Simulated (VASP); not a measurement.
# Zn4HO4 (a cell with a defect) in VASP: notebook

Zn4HO4 (a cell with a defect) is run at these levels: PBEsol; tasks: single point.

All numbers are computed with VASP 6.6.1; they aren't measurements. Logs are shortened: lines on timing, memory, paths and dates and some standing lists are left out, and cuts for length are marked.

### 1 The cell of the first run

The cell holds a defect, 9 atoms: a = 5.515 Å, b = 5.515 Å, c = 3.243 Å, α = 90.00°, β = 90.00°, γ = 90.00°.

### 2 Single point, PBEsol

INCAR

```
SYSTEM = Zn4HO4
PREC = Accurate
ENCUT = 520
EDIFF = 1E-6
ISMEAR = 0
SIGMA = 0.05
LREAL = .False.
LASPH = .True.
NELM = 80
ALGO = Normal
ISIF = 2
LWAVE = .False.
LCHARG = .False.
GGA = PS
NBANDS = 46
```

KPOINTS

```
regular mesh
0
Gamma
  4 4 8
  0 0 0
```

POSCAR

```
Zn4HO4
1.0
    5.5148137916      0.0000000000      0.0000000000
    0.0000000000      5.5148137916      0.0000000000
    0.0000000000      0.0000000000      3.2430062931
Zn O H
4 4 1
Direct
    0.1820657240      0.1820657240      0.5000000000
    0.8179342760      0.8179342760      0.5000000000
    0.6820657240      0.3179342760      0.0000000000
    0.3179342760      0.6820657240      0.0000000000
    0.8180023132      0.1819976868      0.5000000000
    0.1819976868      0.8180023132      0.5000000000
    0.6819976868      0.6819976868      0.0000000000
    0.3180023132      0.3180023132      0.0000000000
    1.0000405349     -0.0180023132      0.3000000000
```

Potentials or basis: VASP PAW PBE potentials, release 64 (Zn, O, H).

Command:

```console
> cat potpaw_PBE.64/Zn/POTCAR potpaw_PBE.64/O/POTCAR potpaw_PBE.64/H/POTCAR > POTCAR
> mpirun -np 1 vasp_std > vasp.out
```

OUTCAR:

```text
SYSTEM = Zn4HO4
   PREC = Accurate
   ENCUT = 520
   EDIFF = 1E-6
   ISMEAR = 0
   LREAL = .False.
   LASPH = .True.
   NELM = 80
   ISIF = 2
   GGA = PS

 ion  position               nearest neighbor table
   1  0.182  0.182  0.500-   9 1.63   8 1.94   8 1.94   6 2.01   5 2.01   2 2.84
   2  0.818  0.818  0.500-   9 1.50   7 1.94   7 1.94   6 2.01   5 2.01   1 2.84
   3  0.682  0.318  0.000-   5 1.94   5 1.94   8 2.01   7 2.01   4 2.84
   4  0.318  0.682  0.000-   6 1.94   6 1.94   8 2.01   7 2.01   3 2.84
   5  0.818  0.182  0.500-   3 1.94   3 1.94   1 2.01   2 2.01
   6  0.182  0.818  0.500-   4 1.94   4 1.94   1 2.01   2 2.01
   7  0.682  0.682  0.000-   2 1.94   2 1.94   4 2.01   3 2.01
   8  0.318  0.318  0.000-   1 1.94   1 1.94   4 2.01   3 2.01
   9  0.000  0.982  0.300-   2 1.50   1 1.63

  LATTYP: Found a simple tetragonal cell.
 ALAT       =     5.5148137916
 C/A-ratio  =     0.5880536344

  Lattice vectors:

 A1 = (   5.5148137916,   0.0000000000,   0.0000000000)
 A2 = (   0.0000000000,   5.5148137916,   0.0000000000)
 A3 = (   0.0000000000,   0.0000000000,   3.2430062931)

Analysis of symmetry for initial positions (statically):
=====================================================================
 Subroutine PRICEL returns:
 Original cell was already a primitive cell.

 Routine SETGRP: Setting up the symmetry group for a
 simple tetragonal supercell.

 Subroutine GETGRP returns: Found  1 space group operations
 (whereof  1 operations were pure point group operations)
 out of a pool of 16 trial point group operations.

The static configuration has the point symmetry C_1 .

Analysis of symmetry for dynamics (positions and initial velocities):
=====================================================================
 Subroutine PRICEL returns:
 Original cell was already a primitive cell.

 Routine SETGRP: Setting up the symmetry group for a
 simple tetragonal supercell.

 Subroutine GETGRP returns: Found  1 space group operations
 (whereof  1 operations were pure point group operations)
 out of a pool of 16 trial point group operations.

The dynamic configuration has the point symmetry C_1 .

 Subroutine INISYM returns: Found  1 space group operations
 (whereof  1 operations are pure point group operations),
 and found     1 'primitive' translations

----------------------------------------------------------------------------------------

                                     Primitive cell
[... 107 lines left out ...]
   EDIFFG = 0.1E-04   stopping-criterion for IOM
   NSW    =      0    number of steps for IOM
   IBRION =     -1    ionic relax: 0-MD 1-quasi-New 2-CG
   NFREE  =      0    steps in history (QN), initial steepest desc. (CG)
   ISIF   =      2    stress and relaxation
   ISYM   =      2    0-nonsym 1-usesym 2-fastsym
   POTIM  = 0.5000    time-step for ionic-motion
   TEBEG  =    0.0;   TEEND  =   0.0 temperature during run
   PSTRESS=    0.0 pullay stress
   NELECT =      73.0000    total number of electrons
   NUPDOWN=      -1.0000    fix difference up-down
   EMIN   =  10.00;   EMAX   =-10.00  energy-range for DOS
   EFERMI =   0.00;   METHOD = LEGACY
   ISMEAR =     0;   SIGMA  =   0.05  broadening in eV -4-tet -1-fermi 0-gaus
   EFERMI_NEDOS =   21; number of points for ismear=-14 and -15
   IALGO  =     38    algorithm
   IMIX   =      4    mixing-type and parameters
     AMIX     =   0.40;   BMIX     =  1.00
     AMIX_MAG =   1.60;   BMIX_MAG =  1.00
  volume/ion in A,a.u.               =      10.96        73.95
  Fermi-wavevector in a.u.,A,eV,Ry     =   1.480855  2.798411 29.836656  2.192932
  Thomas-Fermi vector in A             =   2.594838
   LORBIT       =      0    0 simple, 1 ext, 2 COOP (PROOUT), +10 PAW based schemes
   GGA     = PS    functional components
   LHFCALC =     F    Hartree Fock is set to
   AEXX    =    0.0000 exact exchange contribution
   IVDW    =     0    specifies the selected vdW correction
   LEPSILON=     F    determine dielectric tensor
   LRPA    =     F    only Hartree local field effects (RPA)
 non-spin polarized calculation
 Gauss-broadening in eV      SIGMA  =   0.05
  energy-cutoff  :      520.00
  volume of cell :       98.63
 maximum number of plane-waves:      2684
 NGX is ok and might be reduce to    42
   NGX = 21   NGY = 21   NGZ = 13

 number of electron      73.0000002 magnetization

 Free energy of the ion-electron system (eV)
  ---------------------------------------------------
  ext. energy  EPLUGINS =         0.00000000
  ---------------------------------------------------
  free energy    TOTEN  =       -38.42164107 eV

  energy without entropy =      -38.42095446  energy(sigma->0) =      -38.42129777

 E-fermi :   3.5551     XC(G=0): -11.1103

 val. band max:        3.5115733001   @ k =   0.2500   0.5000   0.1250
 cond. band min:       3.5617355385   @ k =   0.5000   0.5000   0.5000
 fundamental gap:      0.0501622384
 Fermi energy:         3.5550717943

 k-point     1 :       0.0000    0.0000    0.0000
  band No.  band energies     occupation
      1     -17.6088      2.00000
      2     -16.7717      2.00000
      3     -16.2930      2.00000
      4     -16.1397      2.00000
      5      -7.5621      2.00000
      6      -5.3361      2.00000
[... 1165 lines left out ...]
     45      10.8393      0.00000
     46      11.4773      0.00000

 [... further k-points ...]
[... 5 lines left out ...]
  --------------------------------------------------------------------------------------
  -------------------------------------------------------------------------------------
  Total        7.7239536      7.5527795      4.7192546      1.7247742     -0.1467993     -0.4202082
  in kB      125.4702437    122.6896394     76.6610018     28.0177546     -2.3846522     -6.8259899
  external PRESSURE =     108.2736283 kB  Pullay stress =       0.0000000 kB

 VOLUME and BASIS-vectors are now :
 -----------------------------------------------------------------------------
  energy-cutoff  :      520.00
  volume of cell :       98.63
      direct lattice vectors                 reciprocal lattice vectors
     5.514813792  0.000000000  0.000000000     0.181329785  0.000000000  0.000000000
     0.000000000  5.514813792  0.000000000     0.000000000  0.181329785  0.000000000
     0.000000000  0.000000000  3.243006293     0.000000000  0.000000000  0.308355862

 POSITION                                       TOTAL-FORCE (eV/Angst)
 -----------------------------------------------------------------------------------
      1.00406      1.00406      1.62150         1.322550      1.603634      0.770420
      4.51076      4.51076      1.62150        -2.300573     -1.929538      1.341594
      3.76147      1.75335      0.00000        -0.177520      0.159407      0.021550
      1.75335      3.76147      0.00000         0.292871     -0.311276      0.032378
      4.51113      1.00368      1.62150        -0.568317      0.688919      0.195365
      1.00368      4.51113      1.62150         0.766689     -0.618573      0.146193
      3.76109      3.76109      0.00000        -0.106263     -0.076155     -0.301904
      1.75372      1.75372      0.00000         0.032120      0.056262     -0.196665
      0.00022      5.41553      0.97290         0.738442      0.427321     -2.008931
 -----------------------------------------------------------------------------------
    total drift:                                0.000183     -0.000215     -0.000011

  FREE ENERGIE OF THE ION-ELECTRON SYSTEM (eV)
  ---------------------------------------------------
  free  energy   TOTEN  =       -38.4216410682 eV

  energy  without entropy=      -38.4209544635  energy(sigma->0) =      -38.42129777
```

It took 9.2 min on 1 thread of AMD EPYC 7R13, shared host; peak memory 0.33 GiB.

What came out:

- Free energy: -38.4216 eV
- Pressure: 10.8 GPa
- Largest force: 3.289 eV/Å

Forces on the atoms (eV/Å):
```
Zn   1.323  1.604  0.770
Zn  -2.301 -1.930  1.342
Zn  -0.178  0.159  0.022
Zn   0.293 -0.311  0.032
O   -0.568  0.689  0.195
O    0.767 -0.619  0.146
O   -0.106 -0.076 -0.302
O    0.032  0.056 -0.197
H    0.738  0.427 -2.009
```

Caveat: the PAW data sets were made with another functional, which shifts forces and pressure a little; an odd number of electrons without spin polarisation forces a metal; a magnetic or distorted state may lie lower.

### 3 Single point, PBEsol

INCAR

```
SYSTEM = Zn4HO4
ALGO = Normal
EDIFF = 1E-6
ENCUT = 520
GGA = PS
ISIF = 2
ISMEAR = 0
LASPH = .TRUE.
LCHARG = .FALSE.
LREAL = .FALSE.
LWAVE = .FALSE.
NBANDS = 46
NELM = 80
PREC = Accurate
SIGMA = 0.05
```

KPOINTS

```
k-points
0
G
  4 4 8
  0 0 0
```

POSCAR, as its differences from that of step 2:

```diff
@@ -16,2 +16,2 @@
     0.3180023132      0.3180023132      0.0000000000
-    1.0000405349     -0.0180023132      0.3000000000
+    1.0000405349     -0.0180023132      0.4000000000
```

Potentials or basis: VASP PAW PBE potentials, release 64 (Zn, O, H).

Command:

```console
> cat potpaw_PBE.64/Zn/POTCAR potpaw_PBE.64/O/POTCAR potpaw_PBE.64/H/POTCAR > POTCAR
> mpirun -np 1 vasp_std > vasp.out
```

It took 4.4 min on 1 thread of AMD EPYC 7R43 (Zen 3), shared host; peak memory 0.31 GiB.

It converged, with:

| Item | Value |
| --- | --- |
| Free energy | -37.7866 eV |
| Pressure | 14.1 GPa |
| Largest force | 5.583 eV/Å |

Forces in eV/Å, atoms in the order of the input:
```
Zn   2.309  2.719  0.682
Zn  -4.131 -3.544  1.244
Zn  -0.240  0.220  0.028
Zn   0.358 -0.379  0.040
O   -0.428  0.541  0.023
O    0.641 -0.495 -0.037
O   -0.073 -0.044 -0.187
O    0.004  0.026 -0.124
H    1.560  0.955 -1.669
```

Stress tensor (GPa, compression positive):
```
17.42  7.10 -0.81
 7.10 16.91 -0.39
-0.81 -0.39  7.88
```

Levels at points of the mesh, in eV from the Fermi level:
| k point | band 32 | band 33 | band 34 | band 35 | band 36 | band 37 | band 38 | band 39 | band 40 | band 41 |
| --- | --- | --- | --- | --- | --- | --- | --- | --- | --- | --- |
| (0.00, 0.00, 0.00) | -3.89 | -3.62 | -3.56 | -3.21 | -3.12 | -2.76 | 2.01 | 2.10 | 2.44 | 4.10 |
| (0.50, 0.00, 0.00) | -4.75 | -3.87 | -3.63 | -3.57 | -3.53 | -0.46 | 0.03 | 2.13 | 2.86 | 4.17 |
| (0.00, 0.50, 0.00) | -4.71 | -3.91 | -3.64 | -3.60 | -3.47 | -0.47 | 0.03 | 2.14 | 2.86 | 4.17 |
| (0.50, 0.50, 0.00) | -4.30 | -4.21 | -4.11 | -3.86 | -3.74 | -0.02 | 1.03 | 1.48 | 1.56 | 4.22 |
| (0.00, 0.00, 0.50) | -5.16 | -4.72 | -4.69 | -4.64 | -4.29 | 0.73 | 2.67 | 3.52 | 4.74 | 4.76 |
| (0.50, 0.00, 0.50) | -5.01 | -4.80 | -4.52 | -4.43 | -3.97 | 0.53 | 2.82 | 3.19 | 3.61 | 4.08 |
| (0.00, 0.50, 0.50) | -4.98 | -4.80 | -4.53 | -4.43 | -3.98 | 0.54 | 2.82 | 3.19 | 3.61 | 4.07 |
| (0.50, 0.50, 0.50) | -4.87 | -4.68 | -4.32 | -4.24 | -4.15 | 0.27 | 2.29 | 2.39 | 2.45 | 4.61 |

Caveat: the PAW data sets were made with another functional, which shifts forces and pressure a little; an odd number of electrons without spin polarisation forces a metal; a magnetic or distorted state may lie lower.

### 4 Single point, PBEsol

INCAR

```
PREC = Accurate
ENCUT = 520
EDIFF = 1E-6
ISMEAR = 0
SIGMA = 0.05
LREAL = False
LASPH = True
NELM = 60
ALGO = Normal
ISIF = 2
LWAVE = False
LCHARG = True
GGA = PS
LELF = True
LVHAR = True
NBANDS = 46
```

KPOINTS

```
regular mesh
0
Gamma
  4 4 8
```

POSCAR, as its differences from that of step 3:

```diff
@@ -16,2 +16,2 @@
     0.3180023132      0.3180023132      0.0000000000
-    1.0000405349     -0.0180023132      0.4000000000
+    1.0000405349     -0.0180023132      0.1000000000
```

Command:

```console
> cat potpaw_PBE.64/Zn/POTCAR potpaw_PBE.64/O/POTCAR potpaw_PBE.64/H/POTCAR > POTCAR
> mpirun -np 1 vasp_std > vasp.out
```

Wall time 10 min (1 thread of AMD EPYC 7R13, shared host); peak memory 0.33 GiB.

The run converged. Its results:

```yaml
Free_energy: -39.2861 eV
Pressure: 5.0 GPa
Largest_force: 0.687 eV/Å
```

Forces in eV/Å, atoms in the order of the input:
```
Zn   0.066  0.147  0.164
Zn  -0.169 -0.082  0.246
Zn  -0.014 -0.010 -0.004
Zn   0.060 -0.084 -0.004
O   -0.416  0.483  0.209
O    0.497 -0.418  0.224
O   -0.217 -0.185 -0.172
O    0.139  0.166 -0.111
H    0.052 -0.017 -0.551
```

Stress tensor (GPa, compression positive):
```
 4.67 -0.35  0.05
-0.35  4.63  0.12
 0.05  0.12  5.67
```

Levels at points of the mesh, in eV from the Fermi level:
| k point | band 35 | band 36 | band 37 | band 38 | band 39 | band 40 |
| --- | --- | --- | --- | --- | --- | --- |
| (0.00, 0.00, 0.00) | -1.56 | -1.53 | -1.37 | 2.12 | 3.64 | 3.75 |
| (0.50, 0.00, 0.00) | -1.82 | -1.80 | -0.43 | 1.72 | 3.32 | 4.47 |
| (0.00, 0.50, 0.00) | -1.84 | -1.76 | -0.44 | 1.72 | 3.32 | 4.47 |
| (0.50, 0.50, 0.00) | -2.16 | -2.12 | -0.41 | 2.85 | 3.13 | 3.22 |
| (0.00, 0.00, 0.50) | -2.74 | -2.70 | 0.35 | 4.34 | 4.58 | 6.51 |
| (0.50, 0.00, 0.50) | -2.48 | -2.40 | 0.39 | 4.38 | 4.41 | 5.31 |
| (0.00, 0.50, 0.50) | -2.48 | -2.41 | 0.40 | 4.37 | 4.41 | 5.31 |
| (0.50, 0.50, 0.50) | -2.73 | -2.65 | -0.22 | 3.93 | 4.02 | 4.34 |

Caveat: the PAW data sets were made with another functional, which shifts forces and pressure a little; an odd number of electrons without spin polarisation forces a metal; a magnetic or distorted state may lie lower.
